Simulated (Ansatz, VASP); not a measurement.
MnS in VASP and in Ansatz

The input INCAR:

```
PREC = Accurate
ENCUT = 600
EDIFF = 1E-6
ISMEAR = 0
SIGMA = 0.05
LREAL = F
LASPH = T
NELM = 200
ALGO = Normal
ISIF = 2
LWAVE = F
LCHARG = F
ISPIN = 2
MAGMOM = 5 -5 0 0
LORBIT = 11
LMAXMIX = 4
LDAU = T
LDAUTYPE = 2
LDAUL = 2 -1
LDAUU = 3.9 0
LDAUJ = 0 0
LDAUPRINT = 1
GGA = PE
NBANDS = 33
GGA_COMPAT = F
```

Contents of KPOINTS:

```
Automatic mesh
0
Gamma
  4 4 3
```

Contents of POSCAR:

```
MnS
1.0
    0.0000000000      2.6045000000     -2.6045000000
    0.0000000000      2.6045000000      2.6045000000
    5.2090000000      0.0000000000      0.0000000000
Mn S
2 2
Direct
    0.0000000000      0.0000000000      0.0000000000
    0.5000000000      0.5000000000      0.5000000000
    0.0000000000      1.0000000000      0.5000000000
    0.5000000000      1.5000000000      1.0000000000
```

Input for Ansatz:

```yaml
crystal:
  lattice:
    - [0.0, 2.6045, -2.6045]
    - [0.0, 2.6045, 2.6045]
    - [5.209, 0.0, 0.0]
  atoms:
    - { symbol: Mn, position: [0.0, 0.0, 0.0], spin: 5.0 }
    - { symbol: S, position: [0.0, 1.0, 0.5] }
    - { symbol: Mn, position: [0.5, 0.5, 0.5], spin: -5.0 }
    - { symbol: S, position: [0.5, 1.5, 1.0] }
basis:
  ecutwfc: 420
  ecutrho_ratio: 4
kpoints:
  mp_grid: { grid: [4, 4, 3] }
hamiltonian:
  xc: pbe
  hubbard: { sites: [{ species: Mn, l: d, u_eff: 3.9 }] }
scf:
  occupations: { method: gaussian, width: 0.05 }
output:
  forces: true
  stress: true
  eigenvalues: true
  populations: true
  hubbard: { sites: [{ species: Mn, l: d }] }
magnetization:
  spin_polarized: true
```

Alike in both runs: task single point; functional PBE; k mesh 4 × 4 × 3; occupations gaussian, width 0.05 eV; collinear spin; Hubbard terms Mn d U = 3.9 eV.

|  | VASP | Ansatz |
| --- | --- | --- |
| version | VASP 6.6.1 | Ansatz 0.2.0 |
| potentials or method | VASP PAW PBE potentials, release 64 (Mn_sv, S), cutoff 600 eV | scalar-relativistic, plane waves, PAW |
| valence electrons in the cell | 42 | 42 |

VASP gave:

| Quantity | Value |
| --- | --- |
| gap on the k mesh at the Fermi level (eV) | 1.10 |
| least direct gap on the mesh (eV) | 2.44 |
| pressure (GPa) | 2.3 |
| net moment per atom (μB) | 0.00 |
| size of the moment on the site where the two differ most (μB) | 4.42 |

Problem. Which values does Ansatz return?

Solution. gap on the k mesh at the Fermi level (eV): 0.98; least direct gap on the mesh (eV): 2.60; pressure (GPa): 4.4; net moment per atom (μB): 0.00; size of the moment on the site where the two differ most (μB): 4.47.

Site moments also hang on the region over which each program counts them. The programs project onto different local orbitals, so the same U acts differently, and such runs can settle in different states.

The k mesh is coarse, so the values compare programs but aren't converged.
